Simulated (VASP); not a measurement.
# ZnO (P6_3mc) in VASP: further runs

ZnO is run at these levels: LDA, PBEsol; tasks: electric field gradients.

Program: VASP 6.6.1. These are calculated values, not measurements. Logs are shortened: lines on timing, memory, paths and dates and some standing lists are left out, and cuts for length are marked.

**Experimental background.**

From “Electronic structure of alkaline earth and post-transition metal oxides”, 2009, arxiv:0908.1581, for a bulk crystal of ZnO: band gap 3.37 eV.

The results are compared with them further down.

## (1) The cell of the first run

Symmetry: P6_3mc, No. 186, hexagonal system. Conventional cell: a = 3.249 Å, b = 3.249 Å, c = 5.206 Å, α = 90.00°, β = 90.00°, γ = 120.00°. Zn (site symmetry 3m) has 4 O at 1.98 Å within 2.6 Å. Within 2.6 Å of O (site symmetry 3m) lie 4 Zn at 1.98 Å.

## (2) Electric field gradients, LDA

INCAR reads:

```
PREC = Accurate ; ENCUT = 1000
EDIFF = 1E-8 ; ISMEAR = -1
SIGMA = 0.02 ; LREAL = False
LASPH = True ; NELM = 120
ALGO = Normal ; ISIF = 2
LWAVE = False ; LCHARG = False
LEFG = True ; NBANDS = 26
GGA_COMPAT = False
```

KPOINTS reads:

```
regular mesh
0
Gamma
  8 8 5
```

POSCAR reads:

```
ZnO
1.0
    3.2493080000      0.0000000000      0.0000000000
   -1.6246540000      2.8139832727      0.0000000000
    0.0000000000      0.0000000000      5.2057090000
Zn O
2 2
Direct
    0.3333333333      0.6666666667      0.4990872424
    0.6666666667      0.3333333333     -0.0009127576
    0.6666666667      0.3333333333      0.3799227576
    0.3333333333      0.6666666667      0.8799227576
```

Potentials or basis: VASP PAW LDA potentials, release 64 (Zn, O_h).

Command:

```sh
cat potpaw_LDA.64/Zn/POTCAR potpaw_LDA.64/O_h/POTCAR > POTCAR
mpirun -np 1 vasp_std > vasp.out
```

OUTCAR:

```text
PREC = Accurate
   ENCUT = 1000
   EDIFF = 1E-8
   ISMEAR = -1
   LREAL = False
   LASPH = True
   NELM = 120
   ISIF = 2

 ion  position               nearest neighbor table
   1  0.333  0.667  0.499-   3 1.98   3 1.98   3 1.98   4 1.98
   2  0.667  0.333  0.999-   4 1.98   4 1.98   4 1.98   3 1.98
   3  0.667  0.333  0.380-   1 1.98   1 1.98   1 1.98   2 1.98
   4  0.333  0.667  0.880-   2 1.98   2 1.98   2 1.98   1 1.98

  LATTYP: Found a hexagonal cell.
 ALAT       =     3.2493080000
 C/A-ratio  =     1.6020977390

  Lattice vectors:

 A1 = (   3.2493080000,   0.0000000000,   0.0000000000)
 A2 = (  -1.6246540000,   2.8139832727,   0.0000000000)
 A3 = (   0.0000000000,   0.0000000000,   5.2057090000)

Analysis of symmetry for initial positions (statically):
=====================================================================
 Subroutine PRICEL returns:
 Original cell was already a primitive cell.

 Routine SETGRP: Setting up the symmetry group for a
 hexagonal supercell.

 Subroutine GETGRP returns: Found 12 space group operations
 (whereof  6 operations were pure point group operations)
 out of a pool of 24 trial point group operations.

The static configuration has the point symmetry C_3v.
 The point group associated with its full space group is C_6v.

Analysis of symmetry for dynamics (positions and initial velocities):
=====================================================================
 Subroutine PRICEL returns:
 Original cell was already a primitive cell.

 Routine SETGRP: Setting up the symmetry group for a
 hexagonal supercell.

 Subroutine GETGRP returns: Found 12 space group operations
 (whereof  6 operations were pure point group operations)
 out of a pool of 24 trial point group operations.

The dynamic configuration has the point symmetry C_3v.
 The point group associated with its full space group is C_6v.

 Subroutine INISYM returns: Found 12 space group operations
 (whereof  6 operations are pure point group operations),
 and found     1 'primitive' translations

[... 141 lines left out ...]
  ---------------------------------------------------
  free energy    TOTEN  =       -21.13773723 eV

  energy without entropy =      -21.13773723  energy(sigma->0) =      -21.13773723

 E-fermi :   1.5795     XC(G=0): -11.4678

 val. band max:        1.2035688350   @ k =   0.0000   0.0000   0.0000
 cond. band min:       1.9468525931   @ k =   0.0000   0.0000   0.0000
 fundamental gap:      0.7432837581
 Fermi energy:         1.5795214112

 k-point     1 :       0.0000    0.0000    0.0000
  band No.  band energies     occupation
      1     -16.5970      2.00000
      2     -15.8221      2.00000
      3      -4.5720      2.00000
      4      -4.5720      2.00000
      5      -4.5059      2.00000
      6      -4.4822      2.00000
[... 685 lines left out ...]
     25      14.5687      0.00000
     26      14.8014      0.00000

 [... further k-points ...]

------------------------ aborting loop because EDIFF is reached ----------------------------------------

  FORCE on cell =-STRESS in cart. coord.  units (eV):
  Direction    XX          YY          ZZ          XY          YZ          ZX
  --------------------------------------------------------------------------------------
  -------------------------------------------------------------------------------------
  Total       -1.8827816     -1.8827816     -1.5803056      0.0000000      0.0000000      0.0000000
  in kB      -63.3750417    -63.3750417    -53.1935997      0.0000000      0.0000000      0.0000000
  external PRESSURE =     -59.9812277 kB  Pullay stress =       0.0000000 kB

 VOLUME and BASIS-vectors are now :
 -----------------------------------------------------------------------------
  energy-cutoff  :     1000.00
  volume of cell :       47.60
      direct lattice vectors                 reciprocal lattice vectors
     3.249308000  0.000000000  0.000000000     0.307757836  0.177684070  0.000000000
    -1.624654000  2.813983273  0.000000000     0.000000000  0.355368139  0.000000000
     0.000000000  0.000000000  5.205709000     0.000000000  0.000000000  0.192096792

 POSITION                                       TOTAL-FORCE (eV/Angst)
 -----------------------------------------------------------------------------------
     -0.00000      1.87599      2.59810         0.000000      0.000000      0.004430
      1.62465      0.93799      5.20096         0.000000      0.000000      0.004430
      1.62465      0.93799      1.97777        -0.000000      0.000000     -0.004430
     -0.00000      1.87599      4.58062         0.000000     -0.000000     -0.004430
 -----------------------------------------------------------------------------------
    total drift:                                0.000000      0.000000     -0.000679

  FREE ENERGIE OF THE ION-ELECTRON SYSTEM (eV)
  ---------------------------------------------------
  free  energy   TOTEN  =       -21.1377372298 eV

  energy  without entropy=      -21.1377372298  energy(sigma->0) =      -21.13773723

 Electric field gradients (V/A^2)
---------------------------------------------------------------------
 ion       V_xx      V_yy      V_zz      V_xy      V_xz      V_yz
---------------------------------------------------------------------
   1      -2.534    -2.533     5.066     0.001     0.000    -0.000
   2      -2.534    -2.533     5.066     0.001    -0.000     0.000
   3       1.438     1.437    -2.876    -0.001    -0.000     0.000
   4       1.438     1.437    -2.876    -0.001     0.000    -0.000
---------------------------------------------------------------------

 Electric field gradients after diagonalization (V/A^2)
 (convention: |V_zz| > |V_xx| > |V_yy|)
----------------------------------------------------------------------
 ion       V_xx      V_yy      V_zz     asymmetry (V_yy - V_xx)/ V_zz
----------------------------------------------------------------------
   1      -2.534    -2.532     5.066       0.000
   2      -2.534    -2.532     5.066       0.000
   3       1.439     1.437    -2.876       0.001
   4       1.439     1.437    -2.876       0.001
----------------------------------------------------------------------

           NMR quadrupolar parameters

 Cq : quadrupolar parameter    Cq=e*Q*V_zz/h
 eta: asymmetry parameters     (V_yy - V_xx)/ V_zz
 Q  : nuclear electric quadrupole moment in mb (millibarn)
----------------------------------------------------------------------
 ion       Cq(MHz)       eta       Q (mb)
----------------------------------------------------------------------
   1       0.012       0.000       1.000
   2       0.012       0.000       1.000
   3      -0.007       0.001       1.000
   4      -0.007       0.001       1.000
----------------------------------------------------------------------
```

stdout:

```text
POSCAR found type information on POSCAR ZnO
 POSCAR found :  2 types and       4 ions
 scaLAPACK will be used
 LDA part: xc-table for (Slater(with rela. corr.)+CA(PZ))
 , standard interpolation
 POSCAR, INCAR and KPOINTS ok, starting setup
 FFT: planning ... GRIDC
 FFT: planning ... GRID_SOFT
 FFT: planning ... GRID
 WAVECAR not read
 entering main loop
ion   1

ion   2

ion   3

ion   4
```

It took 90 s on 1 thread of AMD EPYC 7R13 (Zen 3), shared host; peak memory 0.21 GiB.

Results:

```yaml
Free_energy: -21.1377 eV
Pressure: -6.0 GPa
Largest_force: 0.004 eV/Å
Band_gap_on_the_k_mesh: 0.74 eV
Largest_electric_field_gradient_by_atom: Zn +5.1; O -2.9 V/Å²
```

Forces in eV/Å, atoms in the order of the input:
```
Zn   0.000  0.000  0.004
Zn   0.000  0.000  0.004
O    0.000  0.000 -0.004
O    0.000  0.000 -0.004
```

Electric field gradients, principal values (V/Å²):
```csv
atom,least,middle,greatest (by size)
1 Zn,-2.532,-2.534,5.066
2 Zn,-2.532,-2.534,5.066
3 O,1.437,1.439,-2.876
4 O,1.437,1.439,-2.876
```

Caveat: the cell stands under tension; semilocal functionals underestimate gaps, and a narrow one can read as zero; without QUAD_EFG the Cq values of the log hold for a quadrupole moment of 1 mb, not for the nuclei.

## (3) Electric field gradients, PBEsol

INCAR reads:

```
SYSTEM = ZnO
  PREC = Accurate
  ENCUT = 1000
  EDIFF = 1E-8
  ISMEAR = -1
  SIGMA = 0.02
  LREAL = .FALSE.
  LASPH = .TRUE.
  NELM = 120
  ALGO = Normal
  ISIF = 2
  LWAVE = .FALSE.
  LCHARG = .FALSE.
  GGA = PS
  LEFG = .TRUE.
  NBANDS = 26
  GGA_COMPAT = .FALSE.
```

KPOINTS reads:

```
regular mesh
0
G
  8 8 5
  0 0 0
```

POSCAR reads:

```
ZnO
1.0
    3.2493080000      0.0000000000      0.0000000000
   -1.6246540000      2.8139832727      0.0000000000
    0.0000000000      0.0000000000      5.2057090000
Zn O
2 2
Direct
    0.3333333333      0.6666666667      0.5000000000
    0.6666666667      0.3333333333      0.0000000000
    0.6666666667      0.3333333333      0.3790100000
    0.3333333333      0.6666666667      0.8790100000
```

Potentials or basis: VASP PAW PBE potentials, release 64 (Zn, O_h).

Command:

```sh
cat potpaw_PBE.64/Zn/POTCAR potpaw_PBE.64/O_h/POTCAR > POTCAR
mpirun -np 1 vasp_std > vasp.out
```

OUTCAR:

```text
SYSTEM = ZnO
   PREC = Accurate
   ENCUT = 1000
   EDIFF = 1E-8
   ISMEAR = -1
   LREAL = .FALSE.
   LASPH = .TRUE.
   NELM = 120
   ISIF = 2
   GGA = PS

 ion  position               nearest neighbor table
   1  0.333  0.667  0.500-   4 1.97   3 1.98   3 1.98   3 1.98
   2  0.667  0.333  0.000-   3 1.97   4 1.98   4 1.98   4 1.98
   3  0.667  0.333  0.379-   2 1.97   1 1.98   1 1.98   1 1.98
   4  0.333  0.667  0.879-   1 1.97   2 1.98   2 1.98   2 1.98

  LATTYP: Found a hexagonal cell.
 ALAT       =     3.2493080000
 C/A-ratio  =     1.6020977390

  Lattice vectors:

[... 925 lines left out ...]
 ion       V_xx      V_yy      V_zz      V_xy      V_xz      V_yz
---------------------------------------------------------------------
   1      -0.420    -0.419     0.840     0.001    -0.000     0.000
   2      -0.420    -0.419     0.840     0.001     0.000    -0.000
   3       0.939     0.937    -1.876    -0.002    -0.000     0.000
   4       0.939     0.937    -1.876    -0.002     0.000    -0.000
---------------------------------------------------------------------

 Electric field gradients after diagonalization (V/A^2)
 (convention: |V_zz| > |V_xx| > |V_yy|)
----------------------------------------------------------------------
 ion       V_xx      V_yy      V_zz     asymmetry (V_yy - V_xx)/ V_zz
----------------------------------------------------------------------
   1      -0.421    -0.419     0.840       0.003
   2      -0.421    -0.419     0.840       0.003
   3       0.941     0.936    -1.876       0.003
   4       0.941     0.936    -1.876       0.003
----------------------------------------------------------------------

           NMR quadrupolar parameters

 Cq : quadrupolar parameter    Cq=e*Q*V_zz/h
 eta: asymmetry parameters     (V_yy - V_xx)/ V_zz
 Q  : nuclear electric quadrupole moment in mb (millibarn)
----------------------------------------------------------------------
 ion       Cq(MHz)       eta       Q (mb)
----------------------------------------------------------------------
   1       0.002       0.003       1.000
   2       0.002       0.003       1.000
   3      -0.005       0.003       1.000
   4      -0.005       0.003       1.000
----------------------------------------------------------------------
```

stdout:

```text
POSCAR found type information on POSCAR ZnO
 POSCAR found :  2 types and       4 ions
 scaLAPACK will be used
 -----------------------------------------------------------------------------
|                                                                             |
|                                                                             |
|     You enforced a specific xc type in the INCAR file but a different       |
|     I HOPE YOU KNOW WHAT YOU ARE DOING!                                     |
|                                                                             |
 -----------------------------------------------------------------------------

 LDA part: xc-table for (Slater+PW92), standard interpolation
 POSCAR, INCAR and KPOINTS ok, starting setup
 FFT: planning ... GRIDC
 FFT: planning ... GRID_SOFT
 FFT: planning ... GRID
 WAVECAR not read
 entering main loop
ion   1

ion   2

ion   3

ion   4
```

Wall time 3.5 min (1 thread of AMD EPYC 7R43 (Zen 3), shared host); peak memory 0.26 GiB.

Results:

* Free energy: -19.4237 eV
* Pressure: -0.4 GPa
* Largest force: 0.065 eV/Å
* Band gap on the k mesh: 0.69 eV
* Largest electric field gradient by atom: Zn +0.8; O -1.9 V/Å²

Forces on the atoms (eV/Å):
```
Zn   0.000  0.000 -0.065
Zn   0.000  0.000 -0.065
O    0.000  0.000  0.065
O    0.000  0.000  0.065
```

Stress tensor (GPa, compression positive):
```
-0.98  0.00  0.00
 0.00 -0.98  0.00
 0.00  0.00  0.73
```

Electric field gradients, principal values (V/Å²):
```csv
atom,least,middle,greatest (by size)
1 Zn,-0.419,-0.421,0.840
2 Zn,-0.419,-0.421,0.840
3 O,0.936,0.941,-1.876
4 O,0.936,0.941,-1.876
```

Caveat: semilocal functionals underestimate gaps, and a narrow one can read as zero; without QUAD_EFG the Cq values of the log hold for a quadrupole moment of 1 mb, not for the nuclei; the PAW data sets were made with another functional, which shifts forces and pressure a little.

(Continued in part 2 of 2.)
